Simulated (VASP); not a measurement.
A run of VASP 6.6.1:

Contents of INCAR:

```
SYSTEM = Al3Ga5P8
ALGO = Normal ; EDIFF = 1E-6
ENCUT = 500 ; GGA = PS
GGA_COMPAT = .False. ; ISIF = 2
ISMEAR = -1 ; ISYM = 0
LASPH = .True. ; LCHARG = .False.
LREAL = Auto ; LWAVE = .False.
NBANDS = 266 ; NELM = 120
PREC = Accurate ; SIGMA = 0.05
```

KPOINTS

```
Automatic mesh
0
Gamma
  1 1 1
  0.25 0.25 0.25
```

The input POSCAR:

```
Al3Ga5P8
1.0
   10.9029518526      0.0000000000      0.0000000000
    0.0000000000     10.9029518526      0.0000000000
    0.0000000000      0.0000000000     10.9029518526
Ga Al P
20 12 32
Direct
    0.0000560000      0.9993400000      0.0011860000
    0.0000300000      0.9991100000      0.5002720000
    0.9999630000      0.4997980000      0.0010870000
    0.5007300000      0.9991610000      0.0009170000
    0.4998160000      0.4999680000      0.0009540000
    0.2498540000      0.2497470000      0.0010790000
    0.2502960000      0.7493500000      0.0008480000
    0.7504510000      0.2494320000      0.0010450000
    0.7504220000      0.7494990000      0.0005490000
    0.7505790000      0.7498480000      0.5006850000
    0.2501950000      0.9996990000      0.2500590000
    0.2499640000      0.5001750000      0.2498340000
    0.7508280000      0.9991890000      0.2503060000
    0.7502900000      0.9988260000      0.7510970000
    0.7502200000      0.5003700000      0.2500160000
    0.0003640000      0.2496370000      0.2502350000
    0.0000990000      0.7500510000      0.2502330000
    0.9995700000      0.7497850000      0.7515700000
    0.5006560000      0.7497050000      0.2501120000
    0.5004840000      0.7493440000      0.7513100000
    0.9994520000      0.4996750000      0.5000810000
    0.5003640000      0.9985240000      0.5005890000
    0.4999740000      0.4997450000      0.4998590000
    0.2499490000      0.2492550000      0.5002610000
    0.2498160000      0.7493200000      0.5003470000
    0.7501660000      0.2491200000      0.5001470000
    0.2499210000      0.9987110000      0.7509530000
    0.2493230000      0.4994820000      0.7508090000
    0.7491760000      0.4993720000      0.7506850000
    0.9995810000      0.2489530000      0.7509660000
    0.5001330000      0.2496350000      0.2497690000
    0.4999320000      0.2487680000      0.7514240000
    0.1250340000      0.1245870000      0.1254930000
    0.1250480000      0.1241270000      0.6257500000
    0.1248180000      0.6247660000      0.1254500000
    0.1241380000      0.6249520000      0.6257850000
    0.6257650000      0.1240370000      0.1254620000
    0.6254510000      0.1239030000      0.6259150000
    0.6249460000      0.6246590000      0.1250430000
    0.6247970000      0.6250580000      0.6252710000
    0.3745540000      0.3750120000      0.1251910000
    0.3752540000      0.3745850000      0.6258880000
    0.3751740000      0.8744540000      0.1254500000
    0.3753300000      0.8737550000      0.6259480000
    0.8749890000      0.3745880000      0.1257210000
    0.8748410000      0.3744640000      0.6256280000
    0.8750290000      0.8742600000      0.1253650000
    0.8752380000      0.8744530000      0.6257050000
    0.3755700000      0.1242730000      0.3754120000
    0.3746690000      0.1239000000      0.8766430000
    0.3751150000      0.6249420000      0.3746300000
    0.3749230000      0.6244190000      0.8756360000
    0.8756860000      0.1241460000      0.3750260000
    0.8747620000      0.1237790000      0.8762630000
    0.8748920000      0.6252030000      0.3749080000
    0.8746760000      0.6241550000      0.8756520000
    0.1253210000      0.3749610000      0.3749950000
    0.1244990000      0.3741490000      0.8763120000
    0.1250970000      0.8749420000      0.3749920000
    0.1246840000      0.8741210000      0.8764340000
    0.6256000000      0.3748470000      0.3748390000
    0.6246620000      0.3741810000      0.8766030000
    0.6259510000      0.8742350000      0.3750930000
    0.6251640000      0.8740910000      0.8757050000
```

Potentials or basis: VASP PAW PBE potentials, release 64 (Ga_d, Al, P).

Launch:

```bash
$ cat potpaw_PBE.64/Ga_d/POTCAR potpaw_PBE.64/Al/POTCAR potpaw_PBE.64/P/POTCAR > POTCAR
$ mpirun -np 1 vasp_std > vasp.out
```

Hardware: 1 thread of Intel(R) Xeon(R) Platinum 8259CL CPU @ 2.50GHz (Skylake/Cascade Lake), on a shared host.

Estimate the wall time of this run.

It took 41 min on 1 thread of Intel(R) Xeon(R) Platinum 8259CL CPU @ 2.50GHz (Skylake/Cascade Lake), on a shared host, peak memory 1.5 GiB. Counts: scf iterations 18, k points 4.
